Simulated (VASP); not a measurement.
# Bi (Fd-3m) in VASP: further runs, part 2 of 2

VASP 6.6.1. Earlier steps stand in the parts before.

### 3 Relaxation of cell and atoms, PBE, target pressure 6.3 GPa, at which the enthalpy is minimised

This run uses another cell than the first one, of 41.39 Å³/atom.

Contents of INCAR:

```
SYSTEM = Bi
ALGO = Normal
EDIFF = 1E-6
EDIFFG = -0.005
ENCUT = 600
GGA = PE
IBRION = 2
ISIF = 3
ISMEAR = -1
LASPH = .True.
LCHARG = .False.
LREAL = .False.
LWAVE = .False.
NELM = 80
NSW = 32
PREC = Accurate
PSTRESS = 63.0
SIGMA = 0.08
```

Contents of KPOINTS:

```
k-points
0
Gamma
  10 10 10
  0 0 0
```

Contents of POSCAR:

```
Bi
1.0
    0.0000000000      3.4589943648      3.4589943648
    3.4589943648      0.0000000000      3.4589943648
    3.4589943648      3.4589943648      0.0000000000
Bi
2
Direct
   -0.1250000000     -0.1250000000     -0.1250000000
    0.1250000000      0.1250000000      0.1250000000
```

Potentials or basis: VASP PAW PBE potentials, release 64 (Bi_d).

Run with:

```console
$ cat potpaw_PBE.64/Bi_d/POTCAR > POTCAR
$ mpirun -np 1 vasp_std > vasp.out
```

OUTCAR:

```text
SYSTEM = Bi
   EDIFF = 1E-6
   EDIFFG = -0.005
   ENCUT = 600
   GGA = PE
   IBRION = 2
   ISIF = 3
   ISMEAR = -1
   LASPH = .True.
   LREAL = .False.
   NELM = 80
   NSW = 32
   PREC = Accurate
   PSTRESS = 63.0

 ion  position               nearest neighbor table
   1  0.875  0.875  0.875-   2 3.00   2 3.00   2 3.00   2 3.00
   2  0.125  0.125  0.125-   1 3.00   1 3.00   1 3.00   1 3.00

  LATTYP: Found a face centered cubic cell.
 ALAT       =     6.9179887296

  Lattice vectors:

 A1 = (   0.0000000000,   3.4589943648,   3.4589943648)
 A2 = (   3.4589943648,   0.0000000000,   3.4589943648)
 A3 = (   3.4589943648,   3.4589943648,   0.0000000000)

Analysis of symmetry for initial positions (statically):
=====================================================================
 Subroutine PRICEL returns:
 Original cell was already a primitive cell.

 Routine SETGRP: Setting up the symmetry group for a
 face centered cubic supercell.

 Subroutine GETGRP returns: Found 48 space group operations
 (whereof 12 operations were pure point group operations)
 out of a pool of 48 trial point group operations.

The static configuration has the point symmetry D_3d.
 The point group associated with its full space group is O_h .

Analysis of symmetry for dynamics (positions and initial velocities):
=====================================================================
 Subroutine PRICEL returns:
 Original cell was already a primitive cell.

 Routine SETGRP: Setting up the symmetry group for a
 face centered cubic supercell.

 Subroutine GETGRP returns: Found 48 space group operations
 (whereof 12 operations were pure point group operations)
 out of a pool of 48 trial point group operations.

The dynamic configuration has the point symmetry D_3d.
 The point group associated with its full space group is O_h .

[... 121 lines left out ...]
  Thomas-Fermi vector in A             =   2.303730
   LORBIT       =      0    0 simple, 1 ext, 2 COOP (PROOUT), +10 PAW based schemes
   GGA     = PE    functional components
   LHFCALC =     F    Hartree Fock is set to
   AEXX    =    0.0000 exact exchange contribution
   IVDW    =     0    specifies the selected vdW correction
   LEPSILON=     F    determine dielectric tensor
   LRPA    =     F    only Hartree local field effects (RPA)
 conjugate gradient relaxation of ions
 non-spin polarized calculation
  energy-cutoff  :      600.00
  volume of cell :       82.77
 maximum number of plane-waves:      2788
   NGX = 19   NGY = 19   NGZ = 19

--------------------------------------- Ionic step        1  -------------------------------------------

 number of electron      29.9999994 magnetization

 Free energy of the ion-electron system (eV)
  ---------------------------------------------------
  ext. energy  EPLUGINS =         0.00000000
  ---------------------------------------------------
  free energy    TOTEN  =        -7.15664078 eV

  energy without entropy =       -7.13168126  energy(sigma->0) =       -7.14416102

------------------------ aborting loop because EDIFF is reached ----------------------------------------

  FORCE on cell =-STRESS in cart. coord.  units (eV):
  Direction    XX          YY          ZZ          XY          YZ          ZX
  --------------------------------------------------------------------------------------
  -------------------------------------------------------------------------------------
  Total        3.2715082      3.2715082      3.2715082      0.0000000     -0.0000000      0.0000000
  in kB       63.3255588     63.3255588     63.3255588      0.0000000     -0.0000000      0.0000000
  external PRESSURE =       0.3255588 kB  Pullay stress =      63.0000000 kB
[... 63 lines left out ...]
--------------------------------------- Ionic step        3  -------------------------------------------

 number of electron      29.9999994 magnetization

 Free energy of the ion-electron system (eV)
  ---------------------------------------------------
  ext. energy  EPLUGINS =         0.00000000
  ---------------------------------------------------
  free energy    TOTEN  =        -7.15755160 eV

  energy without entropy =       -7.13259469  energy(sigma->0) =       -7.14507315

 E-fermi :   4.9013     XC(G=0):  -8.5518

 val. band max:        4.8665134651   @ k =   0.4000   0.3000   0.0000
 cond. band min:       4.9136805168   @ k =   0.2000   0.2000   0.0000
 fundamental gap:      0.0471670517
 Fermi energy:         4.9012533952

 k-point     1 :       0.0000    0.0000    0.0000
  band No.  band energies     occupation
      1     -18.0490      2.00000
      2     -18.0490      2.00000
      3     -18.0490      2.00000
      4     -17.9868      2.00000
      5     -17.9868      2.00000
      6     -17.7258      2.00000
[... 505 lines left out ...]
      6     -17.8664      2.00000
[... 11 lines left out ...]
     18       8.8124      0.00000
     19      10.3538      0.00000

 [... further k-points ...]

------------------------ aborting loop because EDIFF is reached ----------------------------------------

  FORCE on cell =-STRESS in cart. coord.  units (eV):
  Direction    XX          YY          ZZ          XY          YZ          ZX
  --------------------------------------------------------------------------------------
  -------------------------------------------------------------------------------------
  Total        3.2532715      3.2532715      3.2532715      0.0000000     -0.0000000      0.0000000
  in kB       62.9549521     62.9549521     62.9549521      0.0000000     -0.0000000      0.0000000
  external PRESSURE =      -0.0450479 kB  Pullay stress =      63.0000000 kB
[... 21 lines left out ...]
  energy  without entropy=       -7.1325946892  energy(sigma->0) =       -7.14507315

  enthalpy is  TOTEN    =        -3.9019522392 eV   P V=        3.2555993623

 reached required accuracy - stopping structural energy minimisation
```

CONTCAR:

```text
Bi
   1.00000000000000
     0.0000000000000000    3.4593167576392596    3.4593167576392596
     3.4593167576392596   -0.0000000000000000    3.4593167576392596
     3.4593167576392596    3.4593167576392596    0.0000000000000000
  Bi
     2
Direct
     0.8750000000000000    0.8750000000000000    0.8750000000000000
     0.1250000000000000    0.1250000000000000    0.1250000000000000

  0.00000000E+00  0.00000000E+00  0.00000000E+00
  0.00000000E+00  0.00000000E+00  0.00000000E+00
```

It took 88 s on 1 thread of Intel Xeon Platinum 8559C (Emerald Rapids), shared host; peak memory 0.28 GiB.

What came out:

```yaml
Free_energy: -7.1576 eV
Relaxed_volume: 41.40 Å³/atom
Relaxed_cell: a = 4.892 Å, b = 4.892 Å, c = 4.892 Å, α = 60.00°, β = 60.00°, γ = 60.00°
Space_group_after_relaxing_to_0.1_Å: Fd-3m (No. 227)
Energy_change_on_relaxing_the_run_minimises_the_enthalpy: -0.5 meV/atom
Ionic_steps: 3
Pressure_after_relaxing: 6.3 GPa
Band_gap_on_the_k_mesh: zero (bands 15 and 16 overlap by 1.17 eV)
```

The path:
| step | energy change (eV) | largest force (eV/Å) | pressure (GPa) | volume (Å³) |
| --- | --- | --- | --- | --- |
| 1 | 0.0000 | 0.0000 | 6.33 | 82.77 |
| 2 | -0.0039 | 0.0000 | 6.23 | 82.87 |
| 3 | -0.0009 | 0.0000 | 6.30 | 82.79 |

Final structure:
```
CELL_PARAMETERS angstrom
0.00000 3.45932 3.45932
3.45932 0.00000 3.45932
3.45932 3.45932 0.00000
ATOMIC_POSITIONS crystal
Bi 0.87500 0.87500 0.87500
Bi 0.12500 0.12500 0.12500
```

Caveat: the cell is relaxed towards a set pressure, so the run minimises the enthalpy, not the energy; spin-orbit coupling is left out, which moves the levels of the heavy elements.

The gap in the log of VASP goes by the Fermi energy; the results here count the filled bands.